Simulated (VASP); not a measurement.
# Hf5H in VASP: further runs

Runs on Hf5H. Level: PBE+D3(BJ). Tasks: single point.

Program: VASP 6.6.1. These are calculated values, not measurements. Logs are shortened: lines on timing, memory, paths and dates and some standing lists are left out, and cuts for length are marked.

## Step 1: The cell of the first run

The cell holds a slab with vacuum, 6 atoms: a = 4.956 Å, b = 4.956 Å, c = 21.133 Å, α = 90.00°, β = 90.00°, γ = 120.00°.

## Step 2: Single point, PBE+D3(BJ)

INCAR reads:

```
SYSTEM = Hf5H
PREC = Accurate
ENCUT = 520
EDIFF = 1E-7
ISMEAR = 0
SIGMA = 0.1
LREAL = .FALSE.
LASPH = .TRUE.
NELM = 100
ALGO = Normal
ISIF = 2
LWAVE = .FALSE.
LCHARG = .FALSE.
LDIPOL = .TRUE.
IDIPOL = 3
DIPOL = 0.5 0.5 0.313
GGA = PE
IVDW = 12
NBANDS = 34
```

KPOINTS reads:

```
Automatic mesh
0
G
  6 6 1
  0 0 0
```

POSCAR reads:

```
Hf5H
1.0
    4.9564149667      0.0000000000      0.0000000000
   -2.4782074834      4.2923812729      0.0000000000
    0.0000000000      0.0000000000     21.1328376004
Hf H
5 1
Direct
    0.6666666667      0.3333333333      0.1892788879
    0.3333333333      0.6666666667      0.2371533849
    0.0000000000      0.0000000000      0.2763383880
    0.6666666667      0.3333333333      0.3164267596
    0.3333333333      0.6666666667      0.3706476976
    0.4444444444      0.8888888889      0.4889470026
```

Potentials or basis: VASP PAW PBE potentials, release 64 (Hf_pv, H).

On the command line:

```
$ cat potpaw_PBE.64/Hf_pv/POTCAR potpaw_PBE.64/H/POTCAR > POTCAR
$ mpirun -np 1 vasp_std > vasp.out
```

OUTCAR:

```text
SYSTEM = Hf5H
   PREC = Accurate
   ENCUT = 520
   EDIFF = 1E-7
   ISMEAR = 0
   LREAL = .FALSE.
   LASPH = .TRUE.
   NELM = 100
   ISIF = 2
   GGA = PE
   IVDW = 12
 IVDW          = 12

 ion  position               nearest neighbor table
   1  0.667  0.333  0.189-   4 2.69   2 3.04   2 3.04   2 3.04   3 3.40   3 3.40   3 3.40
   2  0.333  0.667  0.237-   5 2.82   3 2.98   3 2.98   3 2.98   1 3.04   1 3.04   1 3.04   4 3.32
                             4 3.32   4 3.32
   3  0.000  0.000  0.276-   2 2.98   2 2.98   2 2.98   4 2.98   4 2.98   4 2.98   1 3.40   1 3.40
                             1 3.40   5 3.49   5 3.49   5 3.49
   4  0.667  0.333  0.316-   1 2.69   3 2.98   3 2.98   3 2.98   5 3.08   5 3.08   5 3.08   2 3.32
                             2 3.32   2 3.32
   5  0.333  0.667  0.371-   2 2.82   4 3.08   4 3.08   4 3.08   3 3.49   3 3.49   3 3.49
   6  0.444  0.889  0.489-

  LATTYP: Found a hexagonal cell.
 ALAT       =     4.9564149667
 C/A-ratio  =     4.2637345223

  Lattice vectors:

 A1 = (   4.9564149667,   0.0000000000,   0.0000000000)
 A2 = (  -2.4782074834,   4.2923812729,   0.0000000000)
 A3 = (   0.0000000000,   0.0000000000,  21.1328376004)

Analysis of symmetry for initial positions (statically):
=====================================================================
 Subroutine PRICEL returns:
 Original cell was already a primitive cell.

 Routine SETGRP: Setting up the symmetry group for a
 hexagonal supercell.

 Subroutine GETGRP returns: Found  2 space group operations
 (whereof  2 operations were pure point group operations)
 out of a pool of 24 trial point group operations.

The static configuration has the point symmetry C_1h.

Analysis of symmetry for dynamics (positions and initial velocities):
=====================================================================
 Subroutine PRICEL returns:
 Original cell was already a primitive cell.

 Routine SETGRP: Setting up the symmetry group for a
 hexagonal supercell.

 Subroutine GETGRP returns: Found  2 space group operations
 (whereof  2 operations were pure point group operations)
 out of a pool of 24 trial point group operations.

The dynamic configuration has the point symmetry C_1h.

 Subroutine INISYM returns: Found  2 space group operations
 (whereof  2 operations are pure point group operations),
 and found     1 'primitive' translations

[... 97 lines left out ...]
   ISYM   =      2    0-nonsym 1-usesym 2-fastsym
   POTIM  = 0.5000    time-step for ionic-motion
   TEBEG  =    0.0;   TEEND  =   0.0 temperature during run
   PSTRESS=    0.0 pullay stress
   NELECT =      51.0000    total number of electrons
   NUPDOWN=      -1.0000    fix difference up-down
   EMIN   =  10.00;   EMAX   =-10.00  energy-range for DOS
   EFERMI =   0.00;   METHOD = LEGACY
   ISMEAR =     0;   SIGMA  =   0.10  broadening in eV -4-tet -1-fermi 0-gaus
   EFERMI_NEDOS =   21; number of points for ismear=-14 and -15
   IALGO  =     38    algorithm
   IMIX   =      4    mixing-type and parameters
     AMIX     =   0.40;   BMIX     =  1.00
     AMIX_MAG =   1.60;   BMIX_MAG =  1.00
  volume/ion in A,a.u.               =      74.93       505.67
  Fermi-wavevector in a.u.,A,eV,Ry     =   0.792484  1.497577  8.544871  0.628030
  Thomas-Fermi vector in A             =   1.898231
   LORBIT       =      0    0 simple, 1 ext, 2 COOP (PROOUT), +10 PAW based schemes
   GGA     = PE    functional components
   LHFCALC =     F    Hartree Fock is set to
   AEXX    =    0.0000 exact exchange contribution
   IVDW    =    12    specifies the selected vdW correction
   LEPSILON=     F    determine dielectric tensor
   LRPA    =     F    only Hartree local field effects (RPA)
 non-spin polarized calculation
 Gauss-broadening in eV      SIGMA  =   0.10
  energy-cutoff  :      520.00
  volume of cell :      449.60
 maximum number of plane-waves:     12126
 NGX is ok and might be reduce to    40
   NGX = 19   NGY = 19   NGZ = 79

 dipolmoment           0.000000      0.000000     -0.073177 electrons x Angstroem

 number of electron      51.0000004 magnetization

 dipolmoment           0.000000      0.000000      0.369854 electrons x Angstroem

 Free energy of the ion-electron system (eV)
  ---------------------------------------------------
  ext. energy  EPLUGINS =         0.00000000
  ---------------------------------------------------
  free energy    TOTEN  =       -45.81467072 eV

  energy without entropy =      -45.77428160  energy(sigma->0) =      -45.79447616

 E-fermi :  -2.3757     XC(G=0):  -3.9821

 val. band max:       -2.3853637764   @ k =   0.0000   0.5000   0.0000
 cond. band min:      -2.3708984883   @ k =   0.1667   0.1667   0.0000
 fundamental gap:      0.0144652880
 Fermi energy:        -2.3756829030

 k-point     1 :       0.0000    0.0000    0.0000
  band No.  band energies     occupation
      1     -33.6749      2.00000
      2     -33.6331      2.00000
      3     -33.6246      2.00000
      4     -33.4944      2.00000
      5     -33.4031      2.00000
      6     -33.4002      2.00000
[... 470 lines left out ...]
     33      -0.6235      0.00000
     34      -0.5364      0.00000

------------------------ aborting loop because EDIFF is reached ----------------------------------------

 vacuum level on the upper side and lower side of the slab       (xc-potential included)         1.427        -1.642

 Edisp (eV)   -1.21763

 E8    (eV) :    -0.6740

  FORCE on cell =-STRESS in cart. coord.  units (eV):
  Direction    XX          YY          ZZ          XY          YZ          ZX
  --------------------------------------------------------------------------------------
  -------------------------------------------------------------------------------------
  Total      -2.86010    -4.03623    -3.25613     0.00000    -1.11420     0.00000
  in kB     -10.19220   -14.38343   -11.60348     0.00000    -3.97053     0.00000
  external pressure =      -12.06 kB  Pullay stress =        0.00 kB

 VOLUME and BASIS-vectors are now :
 -----------------------------------------------------------------------------
  energy-cutoff  :      520.00
  volume of cell :      449.60
      direct lattice vectors                 reciprocal lattice vectors
     4.956414967  0.000000000  0.000000000     0.201758732  0.116485458  0.000000000
    -2.478207483  4.292381273  0.000000000     0.000000000  0.232970917  0.000000000
     0.000000000  0.000000000 21.132837600     0.000000000  0.000000000  0.047319722

 POSITION                                       TOTAL-FORCE (eV/Angst)
 -----------------------------------------------------------------------------------
      2.47821      1.43079      4.00000        -0.000000      0.060307     -1.056237
     -0.00000      2.86159      5.01172        -0.000000      0.049377      1.044724
      0.00000      0.00000      5.83981         0.000000     -0.079777      0.000347
      2.47821      1.43079      6.68700         0.000000     -0.262274     -0.059447
     -0.00000      2.86159      7.83284        -0.000000      0.713622      1.834861
     -0.00000      3.81545     10.33284         0.000000     -0.481254     -1.764249
 -----------------------------------------------------------------------------------
    total drift:                                0.000000      0.000048     -0.000366

  FREE ENERGIE OF THE ION-ELECTRON SYSTEM (eV)
  ---------------------------------------------------
  free  energy   TOTEN  =       -47.0322977918 eV

  energy  without entropy=      -46.9919086679  energy(sigma->0) =      -47.01210323

 vacuum level on the upper side and lower side of the slab         4.017         0.870
```

OSZICAR:

```text
N       E                     dE             d eps       ncg     rms          rms(c)
DAV:   1     0.188909522748E+03    0.18891E+03   -0.26141E+04  1220   0.115E+03
DAV:   2    -0.346303216916E+02   -0.22354E+03   -0.21607E+03  1166   0.248E+02
DAV:   3    -0.509991706581E+02   -0.16369E+02   -0.15915E+02  1174   0.502E+01
[... 32 lines left out ...]
DAV:  36    -0.458146701242E+02   -0.15311E-05   -0.11999E-07   692   0.117E-03    0.116E-03
DAV:  37    -0.458146703968E+02   -0.27262E-06   -0.24650E-08   660   0.632E-04    0.102E-03
DAV:  38    -0.458146705658E+02   -0.16901E-06   -0.86806E-09   566   0.431E-04    0.131E-03
DAV:  39    -0.458146706906E+02   -0.12481E-06   -0.17102E-08   590   0.517E-04    0.293E-04
DAV:  40    -0.458146707210E+02   -0.30377E-07   -0.11515E-08   526   0.448E-04
   1 F= -.47032298E+02 E0= -.47012103E+02  d E =-.403891E-01
```

It took 11 min on 1 thread of Intel Xeon Platinum 8259CL at 2.50GHz (Skylake/Cascade Lake), shared host; peak memory 0.65 GiB.

What came out:

| Quantity | Value |
| --- | --- |
| Free energy | -47.0323 eV |
| Largest force | 1.969 eV/Å |
| Dispersion energy per atom | -0.203 eV |

Forces on the atoms (eV/Å):
```
Hf   0.000  0.060 -1.056
Hf   0.000  0.049  1.045
Hf   0.000 -0.080  0.000
Hf   0.000 -0.262 -0.059
Hf   0.000  0.714  1.835
H    0.000 -0.481 -1.764
```

Caveat: spin-orbit coupling is left out, which moves the levels of the heavy elements.

## Step 3: Single point, PBE+D3(BJ)

INCAR reads:

```
SYSTEM = Hf5H
PREC = Accurate
ENCUT = 520
EDIFF = 1E-6
ISMEAR = 0
SIGMA = 0.1
LREAL = .False.
LASPH = .True.
NELM = 100
ALGO = Normal
ISIF = 2
LWAVE = .False.
LCHARG = .True.
LDIPOL = .True.
IDIPOL = 3
DIPOL = 0.5 0.5 0.313
GGA = PE
IVDW = 12
LELF = .True.
LVHAR = .True.
LVACPOTAV = .True.
NBANDS = 34
```

KPOINTS reads:

```
Automatic mesh
0
Gamma
  6 6 1
  0 0 0
```

POSCAR, as its differences from that of step 2:

```diff
@@ -13,2 +13,2 @@
     0.3333333333      0.6666666667      0.3706476976
-    0.4444444444      0.8888888889      0.4889470026
+    0.5555555556      0.7777777778      0.4889470026
```

Potentials or basis: VASP PAW PBE potentials, release 64 (Hf_pv, H).

On the command line:

```
$ cat potpaw_PBE.64/Hf_pv/POTCAR potpaw_PBE.64/H/POTCAR > POTCAR
$ mpirun -np 1 vasp_std > vasp.out
```

Run time: 11 min. Hardware: 1 thread of Intel Xeon Platinum 8259CL at 2.50GHz (Skylake/Cascade Lake), shared host; peak memory 0.66 GiB.

It converged, with:

- Free energy: -46.9854 eV
- Largest force: 2.028 eV/Å
- Dispersion energy per atom: -0.203 eV

Forces on the atoms (eV/Å):
```
Hf   0.056  0.033 -1.009
Hf   0.011  0.006  1.047
Hf  -0.059 -0.034  0.008
Hf  -0.186 -0.107 -0.179
Hf   0.707  0.408  1.856
H   -0.530 -0.306 -1.722
```

Levels at points of the mesh, in eV from the Fermi level:
```csv
k point,band 24,band 25,band 26,band 27,band 28,band 29
"(0.00, 0.00, 0.00)",-0.41,-0.27,-0.25,0.01,0.01,0.34
"(0.50, 0.00, 0.00)",-0.37,-0.13,-0.02,0.12,0.12,0.54
"(0.00, 0.50, 0.00)",-0.30,-0.07,-0.02,-0.01,0.13,0.31
```

Caveat: spin-orbit coupling is left out, which moves the levels of the heavy elements.
